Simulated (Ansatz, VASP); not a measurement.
**Two plane-wave programs on SiC**

```
Si C
1.0
    -0.08451    2.09354    2.09354
     2.09354   -0.08451    2.09354
     2.09354    2.09354   -0.08451
Si C
1 1
Direct
  0.99739 0.99739 0.99739
  0.25261 0.25261 0.25261
```

Change from the starting cell: shear_111 strain -5.8%.

Alike in both runs: task single point; functional HSE06; k mesh 8 × 8 × 8; no spin polarisation.

|  | VASP | Ansatz |
| --- | --- | --- |
| version | VASP 6.6.1 | Ansatz 0.2.0 |
| potentials or method | VASP PAW PBE potentials, release 64 (Si, C) | plane waves, PAW |
| plane-wave cutoff (eV) | 520 | 420 |
| occupations | gaussian, width 0.01 eV | fixed |
| valence electrons in the cell | 8 | 8 |

|  | VASP | Ansatz | Ansatz less VASP |
| --- | --- | --- | --- |
| gap on the k mesh at the Fermi level (eV) | 1.66 | 1.66 | -0.001 |
| pressure (GPa) | 14.0 | 14.5 | +0.48 |
| traceless stress, the component that is largest in VASP (GPa) | 11.05 | 11.00 | -0.051 |
| rms of the force components (eV/Å) | 0.008 | 0.012 | +0.0041 |

Atom by atom the forces differ by 0.004 eV/Å (rms over components). Ansatz's warnings: stress exchange threshold loose, stress scf threshold loose.
